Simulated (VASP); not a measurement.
# BiTe (R-3m) in VASP: single point with PBE

Aim: the single point of BiTe with PBE.

Program: VASP 6.6.1. These are calculated values, not measurements. Logs are shortened: lines on timing, memory, paths and dates and some standing lists are left out, and cuts for length are marked.

### 1 The cell of the first run

The typed cell holds 6 atoms: a = 4.598 Å, b = 4.598 Å, c = 11.272 Å, α = 90.00°, β = 90.00°, γ = 120.00°.

### 2 Single point, PBE

Input file INCAR:

```
SYSTEM = BiTe
PREC     = Accurate       ! precision mode
ENCUT    = 520            ! plane-wave cutoff, eV
EDIFF    = 1E-7           ! SCF threshold, eV
ISMEAR   = 0              ! smearing method
SIGMA    = 0.1            ! smearing width, eV
LREAL    = .False.        ! projectors in reciprocal space
LASPH    = .True.         ! aspherical terms in the spheres
NELM     = 60             ! most SCF steps
ALGO     = Normal         ! electronic algorithm
ISIF     = 2              ! what is computed and relaxed
LWAVE    = .False.        ! write WAVECAR
LCHARG   = .False.        ! write CHGCAR
GGA      = PE             ! functional
NBANDS   = 40             ! bands
```

Input file KPOINTS:

```
regular mesh
0
Gamma
  12 12 4
  0 0 0
```

Input file POSCAR:

```
BiTe
1.0
    4.5975092998     -0.0000002901      0.0000000000
   -2.2987543987      3.9815599928      0.0000000000
    0.0000000000      0.0000000000     11.2715122835
Bi Te
3 3
Direct
    0.0000000000      0.0000000000      0.0000000000
    0.3333333333      0.6666666667      0.3333333333
    0.6666666667      0.3333333333      0.6666666667
    0.6666666667      0.3333333333      0.1666666667
    0.0000000000      0.0000000000      0.5000000000
    0.3333333333      0.6666666667      0.8333333333
```

Potentials or basis: VASP PAW PBE potentials, release 64 (Bi_d, Te).

Command:

```bash
$ cat potpaw_PBE.64/Bi_d/POTCAR potpaw_PBE.64/Te/POTCAR > POTCAR
$ mpirun -np 1 vasp_std > vasp.out
```

OUTCAR:

```text
SYSTEM = BiTe
   PREC = Accurate
   ENCUT = 520
   EDIFF = 1E-7
   ISMEAR = 0
   LREAL = .False.
   LASPH = .True.
   NELM = 60
   ISIF = 2
   GGA = PE

 ion  position               nearest neighbor table
   1  0.000  0.000  0.000-   4 3.25   6 3.25   4 3.25   6 3.25   4 3.25   6 3.25
   2  0.333  0.667  0.333-   4 3.25   4 3.25   4 3.25   5 3.25   5 3.25   5 3.25
   3  0.667  0.333  0.667-   6 3.25   6 3.25   6 3.25   5 3.25   5 3.25   5 3.25
   4  0.667  0.333  0.167-   2 3.25   2 3.25   2 3.25   1 3.25   1 3.25   1 3.25
   5  0.000  0.000  0.500-   2 3.25   3 3.25   3 3.25   2 3.25   3 3.25   2 3.25
   6  0.333  0.667  0.833-   3 3.25   3 3.25   3 3.25   1 3.25   1 3.25   1 3.25

  LATTYP: Found a hexagonal cell.
 ALAT       =     4.5975092998
 C/A-ratio  =     2.4516562226

  Lattice vectors:

 A1 = (   4.5975092998,  -0.0000002901,   0.0000000000)
 A2 = (  -2.2987543987,   3.9815599928,   0.0000000000)
 A3 = (   0.0000000000,   0.0000000000,  11.2715122835)

Analysis of symmetry for initial positions (statically):
=====================================================================
 Subroutine PRICEL returns following result:

  LATTYP: Found a trigonal (rhomboedric) cell.
 ALAT       =     4.6002205793
 COS(alpha) =     0.5005892067

  Lattice vectors:

 A1 = (   2.2987545659,  -1.3271867608,   3.7571707608)
 A2 = (   0.0000001672,   2.6543732320,   3.7571707608)
 A3 = (  -2.2987547332,  -1.3271864711,   3.7571707619)

   3 primitive cells build up your supercell.

 Routine SETGRP: Setting up the symmetry group for a
 hexagonal supercell.

 Subroutine GETGRP returns: Found 12 space group operations
 (whereof 12 operations were pure point group operations)
 out of a pool of 24 trial point group operations.

The static configuration has the point symmetry D_3d.

Analysis of symmetry for dynamics (positions and initial velocities):
=====================================================================
 Subroutine PRICEL returns following result:

  LATTYP: Found a trigonal (rhomboedric) cell.
 ALAT       =     4.6002205793
 COS(alpha) =     0.5005892067

  Lattice vectors:

 A1 = (   2.2987545659,  -1.3271867608,   3.7571707608)
 A2 = (   0.0000001672,   2.6543732320,   3.7571707608)
[... 104 lines left out ...]
   ICHARG =      2    charge: 1-file 2-atom 10-const
   ISPIN  =      1    spin polarized calculation?
   LNONCOLLINEAR =      F non collinear calculations
   LSORBIT =      F    spin-orbit coupling
   LASPH  =      T    aspherical Exc in radial PAW
   ENCUT  =  520.0 eV  38.22 Ry    6.18 a.u.   8.55  8.55 20.96*2*pi/ulx,y,z
   NELM   =     60;   NELMIN=  2; NELMDL= -5     # of ELM steps
   EDIFF  = 0.1E-06   stopping-criterion for ELM
   LREAL  =      F    real-space projection
   EDIFFG = 0.1E-05   stopping-criterion for IOM
   NSW    =      0    number of steps for IOM
   IBRION =     -1    ionic relax: 0-MD 1-quasi-New 2-CG
   NFREE  =      0    steps in history (QN), initial steepest desc. (CG)
   ISIF   =      2    stress and relaxation
   ISYM   =      2    0-nonsym 1-usesym 2-fastsym
   POTIM  = 0.5000    time-step for ionic-motion
   TEBEG  =    0.0;   TEEND  =   0.0 temperature during run
   PSTRESS=    0.0 pullay stress
   NELECT =      63.0000    total number of electrons
   NUPDOWN=      -1.0000    fix difference up-down
   EMIN   =  10.00;   EMAX   =-10.00  energy-range for DOS
   EFERMI =   0.00;   METHOD = LEGACY
   ISMEAR =     0;   SIGMA  =   0.10  broadening in eV -4-tet -1-fermi 0-gaus
   EFERMI_NEDOS =   21; number of points for ismear=-14 and -15
   IALGO  =     38    algorithm
   IMIX   =      4    mixing-type and parameters
     AMIX     =   0.40;   BMIX     =  1.00
     AMIX_MAG =   1.60;   BMIX_MAG =  1.00
  volume/ion in A,a.u.               =      34.39       232.06
  Fermi-wavevector in a.u.,A,eV,Ry     =   1.102391  2.083217 16.534697  1.215266
  Thomas-Fermi vector in A             =   2.238833
   LORBIT       =      0    0 simple, 1 ext, 2 COOP (PROOUT), +10 PAW based schemes
   GGA     = PE    functional components
   LHFCALC =     F    Hartree Fock is set to
   AEXX    =    0.0000 exact exchange contribution
   IVDW    =     0    specifies the selected vdW correction
   LEPSILON=     F    determine dielectric tensor
   LRPA    =     F    only Hartree local field effects (RPA)
 non-spin polarized calculation
 Gauss-broadening in eV      SIGMA  =   0.10
  energy-cutoff  :      520.00
  volume of cell :      206.33
 maximum number of plane-waves:      5598
 NGX is ok and might be reduce to    36
   NGX = 17   NGY = 17   NGZ = 41

 number of electron      63.0000006 magnetization

 Free energy of the ion-electron system (eV)
  ---------------------------------------------------
  ext. energy  EPLUGINS =         0.00000000
  ---------------------------------------------------
  free energy    TOTEN  =       -21.53735426 eV

  energy without entropy =      -21.51850919  energy(sigma->0) =      -21.52793172

 E-fermi :   6.4492     XC(G=0):  -9.3646

 val. band max:        6.4401433192   @ k =   0.2500  -0.0000   0.0000
 cond. band min:       6.4904552923   @ k =   0.2500  -0.0000   0.2500
 fundamental gap:      0.0503119731
 Fermi energy:         6.4491823012

 k-point     1 :       0.0000    0.0000    0.0000
  band No.  band energies     occupation
      1     -16.6860      2.00000
      2     -16.6860      2.00000
      3     -16.6860      2.00000
      4     -16.6860      2.00000
      5     -16.6825      2.00000
      6     -16.6825      2.00000
[... 1021 lines left out ...]
     39       8.6207      0.00000
     40      10.0926      0.00000

 [... further k-points ...]
[... 5 lines left out ...]
  --------------------------------------------------------------------------------------
  -------------------------------------------------------------------------------------
  Total       -0.0838144     -0.0838144     -0.0723570      0.0000000      0.0000000      0.0000000
  in kB       -0.6508355     -0.6508355     -0.5618662      0.0000000      0.0000000      0.0000000
  external PRESSURE =      -0.6211791 kB  Pullay stress =       0.0000000 kB

 VOLUME and BASIS-vectors are now :
 -----------------------------------------------------------------------------
  energy-cutoff  :      520.00
  volume of cell :      206.33
      direct lattice vectors                 reciprocal lattice vectors
     4.597509300 -0.000000290  0.000000000     0.217509084  0.125578910  0.000000000
    -2.298754399  3.981559993  0.000000000     0.000000016  0.251157847  0.000000000
     0.000000000  0.000000000 11.271512283     0.000000000  0.000000000  0.088719240

 POSITION                                       TOTAL-FORCE (eV/Angst)
 -----------------------------------------------------------------------------------
      0.00000      0.00000      0.00000        -0.000000      0.000000      0.000000
      0.00000      2.65437      3.75717        -0.000000     -0.000000      0.000000
      2.29875      1.32719      7.51434         0.000000      0.000000     -0.000000
      2.29875      1.32719      1.87859        -0.000000     -0.000000      0.000000
      0.00000      0.00000      5.63576        -0.000000     -0.000000      0.000000
      0.00000      2.65437      9.39293         0.000000     -0.000000      0.000000
 -----------------------------------------------------------------------------------
    total drift:                                0.000000     -0.000000      0.000000

  FREE ENERGIE OF THE ION-ELECTRON SYSTEM (eV)
  ---------------------------------------------------
  free  energy   TOTEN  =       -21.5373542595 eV

  energy  without entropy=      -21.5185091866  energy(sigma->0) =      -21.52793172
```

stdout:

```text
POSCAR found type information on POSCAR BiTe
 POSCAR found :  2 types and       6 ions
 scaLAPACK will be used
 LDA part: xc-table for (Slater+PW92), standard interpolation
 POSCAR, INCAR and KPOINTS ok, starting setup
 FFT: planning ... GRIDC
 FFT: planning ... GRID_SOFT
 FFT: planning ... GRID
 WAVECAR not read
 entering main loop
```

Run time: 11 min. Hardware: 1 thread of Intel Xeon Platinum 8259CL at 2.50GHz (Skylake/Cascade Lake), shared host; peak memory 0.61 GiB.

What came out:

| Quantity | Value |
| --- | --- |
| Free energy | -21.5374 eV |
| Pressure | -0.1 GPa |
| Band gap on the k mesh | zero (an odd number of electrons rules out a gap without spin polarisation) |

Caveat: spin-orbit coupling is left out, which moves the levels of the heavy elements.

The gap in the log of VASP goes by the Fermi energy; the results here count the filled bands.